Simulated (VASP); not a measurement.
# Ru (P6_3/mmc) in VASP: notebook

Runs on Ru. Level: PBE. Tasks: single point.

Program: VASP 6.6.1. These are calculated values, not measurements. Logs are shortened: lines on timing, memory, paths and dates and some standing lists are left out, and cuts for length are marked.

## (1) The cell of the first run

It takes space group P6_3/mmc (No. 194, hexagonal). Conventional cell: a = 2.706 Å, b = 2.706 Å, c = 4.282 Å, α = 90.00°, β = 90.00°, γ = 120.00°. Within 3.5 Å of Ru (site symmetry -6m2) lie 12 Ru at 2.65 to 2.71 Å.

## (2) Single point, PBE

The input, INCAR:

```
SYSTEM = Ru
ALGO = Normal ; EDIFF = 1E-6
ENCUT = 520 ; GGA = PE
ISIF = 2 ; ISMEAR = -1
LASPH = .True. ; LCHARG = .False.
LREAL = .False. ; LWAVE = .False.
NBANDS = 21 ; NELM = 100
PREC = Accurate ; SIGMA = 0.03
```

The input, KPOINTS:

```
k-points
0
Gamma
  7 7 4
  0 0 0
```

The input, POSCAR:

```
Ru
1.0
    2.7058000000      0.0000000000      0.0000000000
   -1.3529000000      2.3432915376      0.0000000000
    0.0000000000      0.0000000000      4.2819000000
Ru
2
Direct
    0.6666666667      0.3333333333      0.7500000000
    0.3333333333      0.6666666667      0.2500000000
```

Potentials or basis: VASP PAW PBE potentials, release 64 (Ru_pv).

Launch:

```sh
cat potpaw_PBE.64/Ru_pv/POTCAR > POTCAR
mpirun -np 1 vasp_std > vasp.out
```

OUTCAR:

```text
SYSTEM = Ru
   EDIFF = 1E-6
   ENCUT = 520
   GGA = PE
   ISIF = 2
   ISMEAR = -1
   LASPH = .True.
   LREAL = .False.
   NELM = 100
   PREC = Accurate

 ion  position               nearest neighbor table
   1  0.667  0.333  0.750-   2 2.65   2 2.65   2 2.65   2 2.65   2 2.65   2 2.65
   2  0.333  0.667  0.250-   1 2.65   1 2.65   1 2.65   1 2.65   1 2.65   1 2.65

  LATTYP: Found a hexagonal cell.
 ALAT       =     2.7058000000
 C/A-ratio  =     1.5824894671

  Lattice vectors:

 A1 = (   2.7058000000,   0.0000000000,   0.0000000000)
 A2 = (  -1.3529000000,   2.3432915376,   0.0000000000)
 A3 = (   0.0000000000,   0.0000000000,   4.2819000000)

Analysis of symmetry for initial positions (statically):
=====================================================================
 Subroutine PRICEL returns:
 Original cell was already a primitive cell.

 Routine SETGRP: Setting up the symmetry group for a
 hexagonal supercell.

 Subroutine GETGRP returns: Found 24 space group operations
 (whereof 12 operations were pure point group operations)
 out of a pool of 24 trial point group operations.

The static configuration has the point symmetry D_3d.
 The point group associated with its full space group is D_6h.

Analysis of symmetry for dynamics (positions and initial velocities):
=====================================================================
 Subroutine PRICEL returns:
 Original cell was already a primitive cell.

 Routine SETGRP: Setting up the symmetry group for a
 hexagonal supercell.

 Subroutine GETGRP returns: Found 24 space group operations
 (whereof 12 operations were pure point group operations)
 out of a pool of 24 trial point group operations.

The dynamic configuration has the point symmetry D_3d.
 The point group associated with its full space group is D_6h.

 Subroutine INISYM returns: Found 24 space group operations
 (whereof 12 operations are pure point group operations),
 and found     1 'primitive' translations

----------------------------------------------------------------------------------------

                                     Primitive cell

  volume of cell :      27.1493

  direct lattice vectors                    reciprocal lattice vectors
     2.705800000  0.000000000  0.000000000     0.369576465  0.213375072  0.000000000
    -1.352900000  2.343291538  0.000000000     0.000000000  0.426750144  0.000000000
     0.000000000  0.000000000  4.281900000     0.000000000  0.000000000  0.233541185

  length of vectors
     2.705800000  2.705800000  4.281900000     0.426750144  0.426750144  0.233541185

  position of ions in fractional coordinates (direct lattice)
     0.666666667  0.333333333  0.750000000
     0.333333333  0.666666667  0.250000000

  ion indices of the primitive-cell ions
   primitive index   ion index
                 1           1
                 2           2

----------------------------------------------------------------------------------------

 KPOINTS: k-points

Automatic generation of k-mesh.
 Grid dimensions read from file:
 generate k-points for:    7    7    4

 Generating k-lattice:

  Cartesian coordinates                     Fractional coordinates (reciprocal lattice)
     0.052796638  0.030482153  0.000000000     0.142857143  0.000000000  0.000000000
     0.000000000  0.060964306  0.000000000     0.000000000  0.142857143  0.000000000
     0.000000000  0.000000000  0.058385296     0.000000000  0.000000000  0.250000000

  Length of vectors
     0.060964306  0.060964306  0.058385296

  Shift w.r.t. Gamma in fractional coordinates (k-lattice)
     0.000000000  0.000000000  0.000000000

 Subroutine IBZKPT returns following result:
 ===========================================

 Found     24 irreducible k-points:

 Following reciprocal coordinates:
            Coordinates               Weight
  0.000000  0.000000  0.000000      1.000000
  0.142857  0.000000  0.000000      6.000000
  0.285714  0.000000  0.000000      6.000000
  0.428571  0.000000  0.000000      6.000000
  0.142857  0.142857  0.000000      6.000000
  0.285714  0.142857  0.000000     12.000000
[... 16 lines left out ...]
  0.428571  0.142857  0.500000      6.000000
  0.285714  0.285714  0.500000      6.000000
   k-points           NKPTS =     24   k-points in BZ     NKDIM =     24   number of bands    NBANDS=     21
   number of dos      NEDOS =    301   number of ions     NIONS =      2
   total plane-waves  NPLWV =  12800
   dimension x,y,z NGX =    20 NGY =   20 NGZ =   32
   dimension x,y,z NGXF=    40 NGYF=   40 NGZF=   64
   ions per type =               2
   NGX,Y,Z   is equivalent  to a cutoff of  12.29, 12.29, 12.42 a.u.
   NGXF,Y,Z  is equivalent  to a cutoff of  24.58, 24.58, 24.85 a.u.
 SYSTEM =  Ru
   PREC   = accura    normal or accurate (medium, high low for compatibility)
   ISTART =      0    job   : 0-new  1-cont  2-samecut
   ICHARG =      2    charge: 1-file 2-atom 10-const
   ISPIN  =      1    spin polarized calculation?
   LNONCOLLINEAR =      F non collinear calculations
   LSORBIT =      F    spin-orbit coupling
   LASPH  =      T    aspherical Exc in radial PAW
   ENCUT  =  520.0 eV  38.22 Ry    6.18 a.u.   5.03  5.03  7.96*2*pi/ulx,y,z
   NELM   =    100;   NELMIN=  2; NELMDL= -5     # of ELM steps
   EDIFF  = 0.1E-05   stopping-criterion for ELM
   LREAL  =      F    real-space projection
   EDIFFG = 0.1E-04   stopping-criterion for IOM
   NSW    =      0    number of steps for IOM
   IBRION =     -1    ionic relax: 0-MD 1-quasi-New 2-CG
   NFREE  =      0    steps in history (QN), initial steepest desc. (CG)
   ISIF   =      2    stress and relaxation
   ISYM   =      2    0-nonsym 1-usesym 2-fastsym
   POTIM  = 0.5000    time-step for ionic-motion
   TEBEG  =    0.0;   TEEND  =   0.0 temperature during run
   PSTRESS=    0.0 pullay stress
   NELECT =      28.0000    total number of electrons
   NUPDOWN=      -1.0000    fix difference up-down
   EMIN   =  10.00;   EMAX   =-10.00  energy-range for DOS
   EFERMI =   0.00;   METHOD = LEGACY
   ISMEAR =    -1;   SIGMA  =   0.03  broadening in eV -4-tet -1-fermi 0-gaus
   EFERMI_NEDOS =   21; number of points for ismear=-14 and -15
   IALGO  =     38    algorithm
   IMIX   =      4    mixing-type and parameters
     AMIX     =   0.40;   BMIX     =  1.00
     AMIX_MAG =   1.60;   BMIX_MAG =  1.00
  volume/ion in A,a.u.               =      13.57        91.61
  Fermi-wavevector in a.u.,A,eV,Ry     =   1.654022  3.125649 37.222674  2.735789
  Thomas-Fermi vector in A             =   2.742361
   LORBIT       =      0    0 simple, 1 ext, 2 COOP (PROOUT), +10 PAW based schemes
   GGA     = PE    functional components
   LHFCALC =     F    Hartree Fock is set to
   AEXX    =    0.0000 exact exchange contribution
   IVDW    =     0    specifies the selected vdW correction
   LEPSILON=     F    determine dielectric tensor
   LRPA    =     F    only Hartree local field effects (RPA)
 non-spin polarized calculation
  energy-cutoff  :      520.00
  volume of cell :       27.15
 maximum number of plane-waves:       748
 NGX is ok and might be reduce to    20
   NGX =  9   NGY =  9   NGZ = 15

 number of electron      28.0000009 magnetization

 Free energy of the ion-electron system (eV)
  ---------------------------------------------------
  ext. energy  EPLUGINS =         0.00000000
  ---------------------------------------------------
  free energy    TOTEN  =       -18.39977272 eV

  energy without entropy =      -18.38865570  energy(sigma->0) =      -18.39421421

 E-fermi :  12.8667     XC(G=0): -14.1154

 val. band max:       12.8660909846   @ k =   0.2857   0.1429   0.0000
 cond. band min:      12.9076337624   @ k =   0.1429   0.1429   0.0000
 fundamental gap:      0.0415427777
 Fermi energy:        12.8666594325

 k-point     1 :       0.0000    0.0000    0.0000
  band No.  band energies     occupation
      1     -30.8072      2.00000
      2     -29.8187      2.00000
      3     -29.8187      2.00000
      4     -29.6619      2.00000
      5     -29.6479      2.00000
      6     -29.6479      2.00000
[... 13 lines left out ...]
     20      23.3296      0.00000
     21      23.3614      0.00000

 k-point     2 :       0.1429    0.0000    0.0000
  band No.  band energies     occupation
      1     -30.7393      2.00000
      2     -29.9598      2.00000
      3     -29.8656      2.00000
      4     -29.7936      2.00000
      5     -29.6943      2.00000
      6     -29.6680      2.00000
[... 13 lines left out ...]
     20      23.3295      0.00000
     21      23.3487      0.00000

 k-point     3 :       0.2857    0.0000    0.0000
  band No.  band energies     occupation
      1     -30.5627      2.00000
      2     -30.2769      2.00000
      3     -30.1053      2.00000
      4     -29.9645      2.00000
      5     -29.7907      2.00000
      6     -29.7179      2.00000
[... 13 lines left out ...]
     20      23.3294      0.00000
     21      23.3367      0.00000

 k-point     4 :       0.4286    0.0000    0.0000
  band No.  band energies     occupation
      1     -30.5302      2.00000
      2     -30.3658      2.00000
      3     -30.3416      2.00000
      4     -30.0397      2.00000
      5     -29.9227      2.00000
      6     -29.7608      2.00000
[... 13 lines left out ...]
     20      23.3290      0.00000
     21      23.6919      0.00000

 k-point     5 :       0.1429    0.1429    0.0000
  band No.  band energies     occupation
      1     -30.6163      2.00000
      2     -30.1359      2.00000
      3     -30.0875      2.00000
      4     -29.8898      2.00000
      5     -29.7594      2.00000
      6     -29.7392      2.00000
[... 13 lines left out ...]
     20      23.3294      0.00000
     21      23.3405      0.00000

 k-point     6 :       0.2857    0.1429    0.0000
  band No.  band energies     occupation
      1     -30.4198      2.00000
      2     -30.4009      2.00000
      3     -30.2756      2.00000
      4     -30.0421      2.00000
      5     -29.8831      2.00000
      6     -29.8263      2.00000
[... 13 lines left out ...]
     20      23.3300      0.00000
     21      23.6130      0.00000

 k-point     7 :       0.4286    0.1429    0.0000
  band No.  band energies     occupation
      1     -30.5257      2.00000
      2     -30.3362      2.00000
      3     -30.2844      2.00000
      4     -30.1253      2.00000
      5     -29.9858      2.00000
      6     -29.8614      2.00000
[... 13 lines left out ...]
     20      23.3282      0.00000
     21      24.0137      0.00000
[... 291 lines left out ...]
      1     -30.6349      2.00000
      2     -30.6349      2.00000
      3     -29.9381      2.00000
      4     -29.9381      2.00000
      5     -29.9017      2.00000
      6     -29.9017      2.00000
[... 13 lines left out ...]
     20      23.3270      0.00000
     21      24.1793      0.00000

 k-point    21 :       0.1429    0.1429    0.5000
  band No.  band energies     occupation
      1     -30.3758      2.00000
      2     -30.3758      2.00000
      3     -29.9206      2.00000
      4     -29.9206      2.00000
      5     -29.8222      2.00000
      6     -29.8222      2.00000
[... 13 lines left out ...]
     20      23.3292      0.00000
     21      28.6018      0.00000

 k-point    22 :       0.2857    0.1429    0.5000
  band No.  band energies     occupation
      1     -30.5409      2.00000
      2     -30.5409      2.00000
      3     -30.0226      2.00000
      4     -30.0226      2.00000
      5     -29.8564      2.00000
      6     -29.8564      2.00000
[... 13 lines left out ...]
     20      23.3289      0.00000
     21      26.0896      0.00000

 k-point    23 :       0.4286    0.1429    0.5000
  band No.  band energies     occupation
      1     -30.6236      2.00000
      2     -30.6236      2.00000
      3     -30.0695      2.00000
      4     -30.0695      2.00000
      5     -29.8587      2.00000
      6     -29.8587      2.00000
[... 13 lines left out ...]
     20      23.3203      0.00000
     21      23.5809      0.00000

 k-point    24 :       0.2857    0.2857    0.5000
  band No.  band energies     occupation
      1     -30.5509      2.00000
      2     -30.5509      2.00000
      3     -30.1969      2.00000
      4     -30.1969      2.00000
      5     -29.8414      2.00000
      6     -29.8414      2.00000
[... 13 lines left out ...]
     20      23.3276      0.00000
     21      24.8380      0.00000

------------------------ aborting loop because EDIFF is reached ----------------------------------------

  FORCE on cell =-STRESS in cart. coord.  units (eV):
  Direction    XX          YY          ZZ          XY          YZ          ZX
  --------------------------------------------------------------------------------------
  -------------------------------------------------------------------------------------
  Total        1.1885221      1.1885221      0.0714614      0.0000000      0.0000000     -0.0000000
  in kB       70.1389551     70.1389551      4.2171953      0.0000000      0.0000000     -0.0000000
  external PRESSURE =      48.1650352 kB  Pullay stress =       0.0000000 kB

 VOLUME and BASIS-vectors are now :
 -----------------------------------------------------------------------------
  energy-cutoff  :      520.00
  volume of cell :       27.15
      direct lattice vectors                 reciprocal lattice vectors
     2.705800000  0.000000000  0.000000000     0.369576465  0.213375072  0.000000000
    -1.352900000  2.343291538  0.000000000     0.000000000  0.426750144  0.000000000
     0.000000000  0.000000000  4.281900000     0.000000000  0.000000000  0.233541185

 POSITION                                       TOTAL-FORCE (eV/Angst)
 -----------------------------------------------------------------------------------
      1.35290      0.78110      3.21143         0.000000     -0.000000      0.000000
     -0.00000      1.56219      1.07048        -0.000000      0.000000      0.000000
 -----------------------------------------------------------------------------------
    total drift:                               -0.000000      0.000000     -0.000000

  FREE ENERGIE OF THE ION-ELECTRON SYSTEM (eV)
  ---------------------------------------------------
  free  energy   TOTEN  =       -18.3997727168 eV

  energy  without entropy=      -18.3886556963  energy(sigma->0) =      -18.39421421
```

Wall time 11 s (1 thread of AMD EPYC 7R43 (Zen 3), shared host); peak memory 0.1 GiB.

What came out:

```yaml
Free_energy: -18.3998 eV
Pressure: 4.8 GPa
Band_gap_on_the_k_mesh: zero (band 14 reaches 14.17 eV, above the bottom of band 15 at 11.46 eV)
```

Stress tensor (GPa, compression positive):
```
7.01 0.00 0.00
0.00 7.01 0.00
0.00 0.00 0.42
```

Levels at points of the mesh, in eV from the Fermi level:
```
           k point  band 10  band 11  band 12  band 13  band 14  band 15  band 16  band 17  band 18  band 19
(0.00, 0.00, 0.00)    -2.58    -2.44    -1.89    -1.89    -1.41    -1.41     1.17     1.17     1.26    10.28
(0.00, 0.00, 0.50)    -2.75    -2.75    -2.75    -2.74    -2.74     0.54     0.54     0.54     0.54    10.46
```

Caveat: the k points lie up to 0.38 Å⁻¹ apart.

## (3) Single point, PBE

The input, INCAR:

```
ALGO     = Normal         # electronic algorithm
EDIFF    = 1E-6           # SCF threshold, eV
ENCUT    = 520            # plane-wave cutoff, eV
GGA      = PE             # functional
ISIF     = 2              # what is computed and relaxed
ISMEAR   = 0              # smearing method
LASPH    = T              # aspherical terms in the spheres
LCHARG   = F              # write CHGCAR
LREAL    = F              # projectors in reciprocal space
LWAVE    = F              # write WAVECAR
NBANDS   = 21             # bands
NELM     = 60             # most SCF steps
PREC     = Accurate       # precision mode
SIGMA    = 0.022          # smearing width, eV
```

The input, KPOINTS:

```
k-points
0
Gamma
  11 11 6
```

POSCAR is that of step 2.

Potentials or basis: VASP PAW PBE potentials, release 64 (Ru_pv).

Launch:

```sh
cat potpaw_PBE.64/Ru_pv/POTCAR > POTCAR
mpirun -np 1 vasp_std > vasp.out
```

Wall time 14 s (1 thread of Intel Xeon Platinum 8488C (Sapphire Rapids), shared host); peak memory 0.15 GiB.

It converged, with:

| Property | Result |
| --- | --- |
| Free energy | -18.4508 eV |
| Pressure | 4.4 GPa |
| Band gap on the k mesh | zero (band 14 reaches 14.34 eV, above the bottom of band 15 at 11.27 eV) |

Stress tensor (GPa, compression positive):
```
4.46 0.00 0.00
0.00 4.46 0.00
0.00 0.00 4.36
```

Levels at points of the mesh, in eV from the Fermi level:
| k point | band 12 | band 13 | band 14 | band 15 | band 16 | band 17 |
| --- | --- | --- | --- | --- | --- | --- |
| (0.00, 0.00, 0.00) | -1.86 | -1.86 | -1.33 | -1.33 | 1.24 | 1.24 |
| (0.00, 0.00, 0.50) | -2.70 | -2.66 | -2.66 | 0.60 | 0.60 | 0.60 |
